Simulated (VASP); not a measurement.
# In2O3 (R-3c) in VASP: further runs

Runs on In2O3. Level: r2SCAN. Tasks: single point.

Everything below comes from runs of VASP 6.6.1. Logs are shortened: lines on timing, memory, paths and dates and some standing lists are left out, and cuts for length are marked.

## 1. The cell of the first run

It takes space group R-3c (No. 167, trigonal). The conventional cell has a = 5.508 Å, b = 5.508 Å, c = 14.560 Å, α = 90.00°, β = 90.00°, γ = 120.00°. Within 2.8 Å of In (site symmetry 3) lie 6 O at 2.13 to 2.26 Å. Within 3.2 Å of O (site symmetry 2) lie 4 In at 2.13 to 2.26 Å and 8 O at 2.83 to 3.11 Å.

## 2. Single point, r2SCAN

POSCAR

```
In2O3
1.0
    2.7539365970      1.5899860356      4.8534197018
   -2.7539365970      1.5899860356      4.8534197018
    0.0000000000     -3.1799720712      4.8534197018
In O
4 6
Direct
    0.3570704133      0.3570704133      0.3570704133
    0.1429295867      0.1429295867      0.1429295867
    0.6429295867      0.6429295867      0.6429295867
    0.8570704133      0.8570704133      0.8570704133
    0.5465740326      0.9534259674      0.2500000000
    0.2500000000      0.5465740326      0.9534259674
    0.9534259674      0.2500000000      0.5465740326
    0.4534259674      0.0465740326      0.7500000000
    0.7500000000      0.4534259674      0.0465740326
    0.0465740326      0.7500000000      0.4534259674
```

INCAR.step1

```
SYSTEM = In2O3
  ALGO = Normal
  EDIFF = 1E-4
  ENCUT = 520
  GGA = PE
  ISMEAR = 0
  LASPH = .TRUE.
  LCHARG = .FALSE.
  LREAL = .FALSE.
  LWAVE = .TRUE.
  NBANDS = 55
  NELM = 100
  PREC = Accurate
  SIGMA = 0.02
```

INCAR.step2

```
SYSTEM = In2O3
  ALGO = Normal
  EDIFF = 1E-6
  ENCUT = 520
  ISIF = 2
  ISMEAR = 0
  ISTART = 1
  LASPH = .TRUE.
  LCHARG = .FALSE.
  LMIXTAU = .TRUE.
  LREAL = .FALSE.
  LWAVE = .FALSE.
  METAGGA = R2SCAN
  NBANDS = 55
  NELM = 100
  PREC = Accurate
  SIGMA = 0.02
```

KPOINTS

```
k-points
0
G
  6 6 6
  0 0 0
```

Potentials or basis: VASP PAW PBE potentials, release 64 (In_d, O).

Launch:

```sh
$ cat potpaw_PBE.64/In_d/POTCAR potpaw_PBE.64/O/POTCAR > POTCAR
$ cp INCAR.step1 INCAR
$ mpirun -np 1 vasp_std > vasp.out
$ cp INCAR.step2 INCAR
$ mpirun -np 1 vasp_std > vasp.out
```

OUTCAR:

```text
SYSTEM = In2O3
   EDIFF = 1E-6
   ENCUT = 520
   ISIF = 2
   ISMEAR = 0
   ISTART = 1
   LASPH = .TRUE.
   LREAL = .FALSE.
   METAGGA = R2SCAN
   NELM = 100
   PREC = Accurate

 ion  position               nearest neighbor table
   1  0.357  0.357  0.357-   9 2.13   8 2.13  10 2.13   7 2.26   6 2.26   5 2.26   2 3.12   3 3.25
                             3 3.25   3 3.25   2 3.62   2 3.62   2 3.62   4 4.00   4 4.00   4 4.00
   2  0.143  0.143  0.143-  10 2.13   8 2.13   9 2.13   7 2.26   6 2.26   5 2.26   1 3.12   4 3.25
                             4 3.25   4 3.25   1 3.62   1 3.62   1 3.62   3 4.00   3 4.00   3 4.00
   3  0.643  0.643  0.643-   6 2.13   5 2.13   7 2.13   9 2.26  10 2.26   8 2.26   4 3.12   1 3.25
                             1 3.25   1 3.25   4 3.62   4 3.62   4 3.62   2 4.00   2 4.00   2 4.00
   4  0.857  0.857  0.857-   7 2.13   5 2.13   6 2.13   9 2.26  10 2.26   8 2.26   3 3.12   2 3.25
                             2 3.25   2 3.25   3 3.62   3 3.62   3 3.62   1 4.00   1 4.00   1 4.00
   5  0.547  0.953  0.250-   3 2.13   4 2.13   1 2.26   2 2.26
   6  0.250  0.547  0.953-   3 2.13   4 2.13   1 2.26   2 2.26
   7  0.953  0.250  0.547-   4 2.13   3 2.13   1 2.26   2 2.26
   8  0.453  0.047  0.750-   1 2.13   2 2.13   3 2.26   4 2.26
   9  0.750  0.453  0.047-   1 2.13   2 2.13   3 2.26   4 2.26
  10  0.047  0.750  0.453-   2 2.13   1 2.13   3 2.26   4 2.26

  LATTYP: Found a trigonal (rhomboedric) cell.
 ALAT       =     5.8024051199
 COS(alpha) =     0.5494720125

  Lattice vectors:

 A1 = (   2.7539365970,   1.5899860356,   4.8534197018)
 A2 = (  -2.7539365970,   1.5899860356,   4.8534197018)
 A3 = (   0.0000000000,  -3.1799720712,   4.8534197018)

Analysis of symmetry for initial positions (statically):
=====================================================================
 Subroutine PRICEL returns:
 Original cell was already a primitive cell.

 Routine SETGRP: Setting up the symmetry group for a
 trigonal (rhombohedral) supercell.

 Subroutine GETGRP returns: Found 12 space group operations
 (whereof  6 operations were pure point group operations)
 out of a pool of 12 trial point group operations.

The static configuration has the point symmetry S_6 .
 The point group associated with its full space group is D_3d.

Analysis of symmetry for dynamics (positions and initial velocities):
=====================================================================
 Subroutine PRICEL returns:
 Original cell was already a primitive cell.

 Routine SETGRP: Setting up the symmetry group for a
 trigonal (rhombohedral) supercell.

 Subroutine GETGRP returns: Found 12 space group operations
 (whereof  6 operations were pure point group operations)
 out of a pool of 12 trial point group operations.

The dynamic configuration has the point symmetry S_6 .
 The point group associated with its full space group is D_3d.

 Subroutine INISYM returns: Found 12 space group operations
 (whereof  6 operations are pure point group operations),
 and found     1 'primitive' translations

----------------------------------------------------------------------------------------

                                     Primitive cell

  volume of cell :     127.5106

  direct lattice vectors                    reciprocal lattice vectors
     2.753936597  1.589986036  4.853419702     0.181558283  0.104822724  0.068680096
    -2.753936597  1.589986036  4.853419702    -0.181558283  0.104822724  0.068680096
     0.000000000 -3.179972071  4.853419702     0.000000000 -0.209645447  0.068680096

  length of vectors
     5.802405120  5.802405120  5.802405120     0.220608633  0.220608633  0.220608633

  position of ions in fractional coordinates (direct lattice)
     0.357070413  0.357070413  0.357070413
     0.142929587  0.142929587  0.142929587
     0.642929587  0.642929587  0.642929587
     0.857070413  0.857070413  0.857070413
     0.546574033  0.953425967  0.250000000
     0.250000000  0.546574033  0.953425967
     0.953425967  0.250000000  0.546574033
     0.453425967  0.046574033  0.750000000
     0.750000000  0.453425967  0.046574033
     0.046574033  0.750000000  0.453425967

  ion indices of the primitive-cell ions
   primitive index   ion index
                 1           1
                 2           2
                 3           3
                 4           4
                 5           5
                 6           6
                 7           7
                 8           8
                 9           9
                10          10

----------------------------------------------------------------------------------------

 KPOINTS: k-points

Automatic generation of k-mesh.
 Grid dimensions read from file:
 generate k-points for:    6    6    6

 Generating k-lattice:

  Cartesian coordinates                     Fractional coordinates (reciprocal lattice)
     0.030259714  0.017470454  0.011446683     0.166666667  0.000000000  0.000000000
    -0.030259714  0.017470454  0.011446683     0.000000000  0.166666667  0.000000000
     0.000000000 -0.034940908  0.011446683     0.000000000  0.000000000  0.166666667

  Length of vectors
     0.036768106  0.036768106  0.036768106

  Shift w.r.t. Gamma in fractional coordinates (k-lattice)
     0.000000000  0.000000000  0.000000000

 Subroutine IBZKPT returns following result:
 ===========================================

 Found     32 irreducible k-points:

 Following reciprocal coordinates:
            Coordinates               Weight
  0.000000  0.000000  0.000000      1.000000
  0.166667  0.000000  0.000000      6.000000
  0.333333  0.000000  0.000000      6.000000
  0.500000  0.000000  0.000000      3.000000
  0.166667  0.166667  0.000000      6.000000
  0.333333  0.166667  0.000000     12.000000
[... 16 lines left out ...]
  0.500000  0.500000  0.166667      6.000000
 -0.333333  0.500000  0.166667     12.000000
 [... further k-points ...]
   k-points           NKPTS =     32   k-points in BZ     NKDIM =     32   number of bands    NBANDS=     55
   number of dos      NEDOS =    301   number of ions     NIONS =     10
   total plane-waves  NPLWV = 110592
   dimension x,y,z NGX =    48 NGY =   48 NGZ =   48
   dimension x,y,z NGXF=    96 NGYF=   96 NGZF=   96
   ions per type =               4   6
   NGX,Y,Z   is equivalent  to a cutoff of  13.75, 13.75, 13.75 a.u.
   NGXF,Y,Z  is equivalent  to a cutoff of  27.51, 27.51, 27.51 a.u.
 SYSTEM =  In2O3
   PREC   = accura    normal or accurate (medium, high low for compatibility)
   ISTART =      1    job   : 0-new  1-cont  2-samecut
   ICHARG =      0    charge: 1-file 2-atom 10-const
   ISPIN  =      1    spin polarized calculation?
   LNONCOLLINEAR =      F non collinear calculations
   LSORBIT =      F    spin-orbit coupling
   LASPH  =      T    aspherical Exc in radial PAW
   ENCUT  =  520.0 eV  38.22 Ry    6.18 a.u.  10.79 10.79 10.79*2*pi/ulx,y,z
   NELM   =    100;   NELMIN=  2; NELMDL=  0     # of ELM steps
   EDIFF  = 0.1E-05   stopping-criterion for ELM
   LREAL  =      F    real-space projection
[... 7 lines left out ...]
   TEBEG  =    0.0;   TEEND  =   0.0 temperature during run
   PSTRESS=    0.0 pullay stress
   NELECT =      88.0000    total number of electrons
   NUPDOWN=      -1.0000    fix difference up-down
   EMIN   =  10.00;   EMAX   =-10.00  energy-range for DOS
   EFERMI =   0.00;   METHOD = LEGACY
   ISMEAR =     0;   SIGMA  =   0.02  broadening in eV -4-tet -1-fermi 0-gaus
   EFERMI_NEDOS =   21; number of points for ismear=-14 and -15
   IALGO  =     38    algorithm
   IMIX   =      4    mixing-type and parameters
     AMIX     =   0.40;   BMIX     =  1.00
     AMIX_MAG =   1.60;   BMIX_MAG =  1.00
  volume/ion in A,a.u.               =      12.75        86.05
  Fermi-wavevector in a.u.,A,eV,Ry     =   1.446728  2.733920 28.477299  2.093022
  Thomas-Fermi vector in A             =   2.564764
   LORBIT       =      0    0 simple, 1 ext, 2 COOP (PROOUT), +10 PAW based schemes
   METAGGA = R2SCAN    functional components
   LHFCALC =     F    Hartree Fock is set to
   AEXX    =    0.0000 exact exchange contribution
   IVDW    =     0    specifies the selected vdW correction
   LEPSILON=     F    determine dielectric tensor
   LRPA    =     F    only Hartree local field effects (RPA)
 non-spin polarized calculation
 Gauss-broadening in eV      SIGMA  =   0.02
  energy-cutoff  :      520.00
  volume of cell :      127.51
 maximum number of plane-waves:      3448
 NGX is ok and might be reduce to    48
   NGX = 21   NGY = 21   NGZ = 21

 number of electron      88.0000009 magnetization

 Free energy of the ion-electron system (eV)
  ---------------------------------------------------
  ext. energy  EPLUGINS =         0.00000000
  ---------------------------------------------------
  free energy    TOTEN  =      -144.46081912 eV

  energy without entropy =     -144.46081912  energy(sigma->0) =     -144.46081912

 E-fermi :   5.2911     XC(G=0): -11.8761

 val. band max:        5.1144833264   @ k =   0.3333   0.0000   0.0000
 cond. band min:       6.9271967622   @ k =   0.0000   0.0000   0.0000
 fundamental gap:      1.8127134359
 Fermi energy:         5.2910548950

 k-point     1 :       0.0000    0.0000    0.0000
  band No.  band energies     occupation
      1     -13.3838      2.00000
      2     -12.5228      2.00000
      3     -12.5228      2.00000
      4     -12.3282      2.00000
      5     -12.3282      2.00000
      6     -12.2490      2.00000
[... 47 lines left out ...]
     54      15.7705      0.00000
     55      16.3467      0.00000

 k-point     2 :       0.1667    0.0000    0.0000
  band No.  band energies     occupation
      1     -13.3109      2.00000
      2     -12.5149      2.00000
      3     -12.5087      2.00000
      4     -12.3967      2.00000
      5     -12.3437      2.00000
      6     -12.2700      2.00000
[... 47 lines left out ...]
     54      16.3675      0.00000
     55      16.5608      0.00000

 k-point     3 :       0.3333    0.0000    0.0000
  band No.  band energies     occupation
      1     -13.1128      2.00000
      2     -12.5871      2.00000
      3     -12.4848      2.00000
      4     -12.4675      2.00000
      5     -12.3846      2.00000
      6     -12.3272      2.00000
[... 1152 lines left out ...]
 k-point    23 :       0.5000    0.5000    0.1667
  band No.  band energies     occupation
      1     -12.9648      2.00000
      2     -12.7075      2.00000
      3     -12.5259      2.00000
      4     -12.4421      2.00000
      5     -12.4163      2.00000
      6     -12.2796      2.00000
[... 47 lines left out ...]
     54      16.7587      0.00000
     55      17.3252      0.00000

 k-point    24 :      -0.3333    0.5000    0.1667
  band No.  band energies     occupation
      1     -12.8958      2.00000
      2     -12.7532      2.00000
      3     -12.5373      2.00000
      4     -12.4756      2.00000
      5     -12.3765      2.00000
      6     -12.2892      2.00000
[... 47 lines left out ...]
     54      16.4741      0.00000
     55      17.2137      0.00000

 [... further k-points ...]

------------------------ aborting loop because EDIFF is reached ----------------------------------------

  FORCE on cell =-STRESS in cart. coord.  units (eV):
  Direction    XX          YY          ZZ          XY          YZ          ZX
  --------------------------------------------------------------------------------------
  -------------------------------------------------------------------------------------
  Total        0.9011015      0.9011015      0.8036934      0.0000000      0.0000000      0.0000000
  in kB       11.3223854     11.3223854     10.0984485      0.0000000      0.0000000      0.0000000
  external PRESSURE =      10.9144064 kB  Pullay stress =       0.0000000 kB

 VOLUME and BASIS-vectors are now :
 -----------------------------------------------------------------------------
  energy-cutoff  :      520.00
  volume of cell :      127.51
      direct lattice vectors                 reciprocal lattice vectors
     2.753936597  1.589986036  4.853419702     0.181558283  0.104822724  0.068680096
    -2.753936597  1.589986036  4.853419702    -0.181558283  0.104822724  0.068680096
     0.000000000 -3.179972071  4.853419702     0.000000000 -0.209645447  0.068680096

 POSITION                                       TOTAL-FORCE (eV/Angst)
 -----------------------------------------------------------------------------------
      0.00000      0.00000      5.19904         0.000000      0.000000      0.020912
      0.00000      0.00000      2.08109         0.000000      0.000000     -0.020912
      0.00000      0.00000      9.36122         0.000000      0.000000     -0.020912
      0.00000      0.00000     12.47917         0.000000      0.000000      0.020912
     -1.12044      1.58999      8.49348         0.006519      0.000000     -0.000000
     -0.81675     -1.76533      8.49348        -0.003260      0.005646     -0.000000
      1.93719      0.17534      8.49348        -0.003260     -0.005646     -0.000000
      1.12044     -1.58999      6.06677        -0.006519      0.000000     -0.000000
      0.81675      1.76533      6.06677         0.003260     -0.005646     -0.000000
     -1.93719     -0.17534      6.06677         0.003260      0.005646     -0.000000
 -----------------------------------------------------------------------------------
    total drift:                               -0.000000     -0.000000      0.000000

  FREE ENERGIE OF THE ION-ELECTRON SYSTEM (eV)
  ---------------------------------------------------
  free  energy   TOTEN  =      -144.4608191163 eV

  energy  without entropy=     -144.4608191163  energy(sigma->0) =     -144.46081912
```

Run time: 11 min. Hardware: 1 thread of Intel Xeon 6975P-C (Granite Rapids), shared host; peak memory 0.44 GiB.

Results:

```
Free energy            : -144.4608 eV
Pressure               : 1.1 GPa
Largest force          : 0.021 eV/Å
Band gap on the k mesh : 1.81 eV (least direct gap 1.85 eV)
```

Forces on the atoms (eV/Å):
```
In   0.000  0.000  0.021
In   0.000  0.000 -0.021
In   0.000  0.000 -0.021
In   0.000  0.000  0.021
O    0.007  0.000  0.000
O   -0.003  0.006  0.000
O   -0.003 -0.006  0.000
O   -0.007  0.000  0.000
O    0.003 -0.006  0.000
O    0.003  0.006  0.000
```

Caveat: the PAW data sets were made with another functional, which shifts forces and pressure a little; spin-orbit coupling is left out, which moves the levels of the heavy elements.

## 3. Single point, r2SCAN (13.13 Å³/atom)

This run uses another cell than the first one, of 13.13 Å³/atom.

POSCAR

```
In2O3
1.0
    2.7747225891      1.6019868338      4.9244055115
   -2.7747225891      1.6019868338      4.9244055115
    0.0000000000     -3.2039736675      4.9244055116
In O
4 6
Direct
    0.3564213613      0.3564213613      0.3564213613
    0.1435786387      0.1435786387      0.1435786387
    0.6435786387      0.6435786387      0.6435786387
    0.8564213613      0.8564213613      0.8564213613
    0.5469954266      0.9530045734      0.2500000000
    0.2500000000      0.5469954266      0.9530045734
    0.9530045734      0.2500000000      0.5469954266
    0.4530045734      0.0469954266      0.7500000000
    0.7500000000      0.4530045734      0.0469954266
    0.0469954266      0.7500000000      0.4530045734
```

INCAR.step1

```
SYSTEM = In2O3
PREC = Accurate
ENCUT = 520
ISMEAR = 0
SIGMA = 0.02
LREAL = .False.
LASPH = .True.
NELM = 100
NBANDS = 55
GGA = PE
ALGO = Normal
EDIFF = 1E-4
LWAVE = .True.
LCHARG = .False.
```

INCAR.step2

```
SYSTEM = In2O3
PREC = Accurate
ENCUT = 520
EDIFF = 1E-6
ISMEAR = 0
SIGMA = 0.02
LREAL = .False.
LASPH = .True.
NELM = 100
ALGO = Normal
ISIF = 2
LWAVE = .False.
LCHARG = .False.
METAGGA = R2SCAN
LMIXTAU = .True.
NBANDS = 55
ISTART = 1
```

KPOINTS

```
regular mesh
0
Gamma
  6 6 6
  0 0 0
```

Potentials or basis: VASP PAW PBE potentials, release 64 (In_d, O).

Launch:

```sh
$ cat potpaw_PBE.64/In_d/POTCAR potpaw_PBE.64/O/POTCAR > POTCAR
$ cp INCAR.step1 INCAR
$ mpirun -np 1 vasp_std > vasp.out
$ cp INCAR.step2 INCAR
$ mpirun -np 1 vasp_std > vasp.out
```

Wall time 14 min (1 thread of Intel Xeon 6975P-C (Granite Rapids), shared host); peak memory 0.46 GiB.

It converged, with:

* Free energy: -144.4309 eV
* Pressure: -3.9 GPa
* Largest force: 0.014 eV/Å
* Band gap on the k mesh: 1.61 eV (least direct gap 1.66 eV)

Forces in eV/Å, atoms in the order of the input:
```
In   0.000  0.000  0.014
In   0.000  0.000 -0.014
In   0.000  0.000 -0.014
In   0.000  0.000  0.014
O    0.000  0.000  0.000
O    0.000  0.000  0.000
O    0.000  0.000  0.000
O    0.000  0.000  0.000
O    0.000  0.000  0.000
O    0.000  0.000  0.000
```

Stress tensor (GPa, compression positive):
```
-3.81  0.00  0.00
 0.00 -3.81  0.00
 0.00  0.00 -3.96
```

Levels at points of the mesh, in eV from the valence-band top:
| k point | band 41 | band 42 | band 43 | band 44 | band 45 | band 46 | band 47 | band 48 |
| --- | --- | --- | --- | --- | --- | --- | --- | --- |
| (0.00, 0.00, 0.00) | -0.25 | -0.25 | -0.05 | -0.05 | 1.61 | 6.06 | 6.68 | 7.76 |
| (0.50, 0.00, 0.00) | -0.72 | -0.72 | -0.07 | -0.07 | 5.31 | 5.31 | 6.32 | 6.32 |
| (0.50, 0.50, 0.00) | -0.53 | -0.34 | -0.09 | -0.04 | 5.52 | 5.90 | 6.85 | 7.00 |
| (0.50, 0.50, 0.50) | -0.18 | -0.18 | -0.18 | -0.18 | 4.75 | 4.75 | 7.59 | 7.59 |

Caveat: the cell stands under tension; the PAW data sets were made with another functional, which shifts forces and pressure a little; spin-orbit coupling is left out, which moves the levels of the heavy elements. A k mesh can miss the band edges.
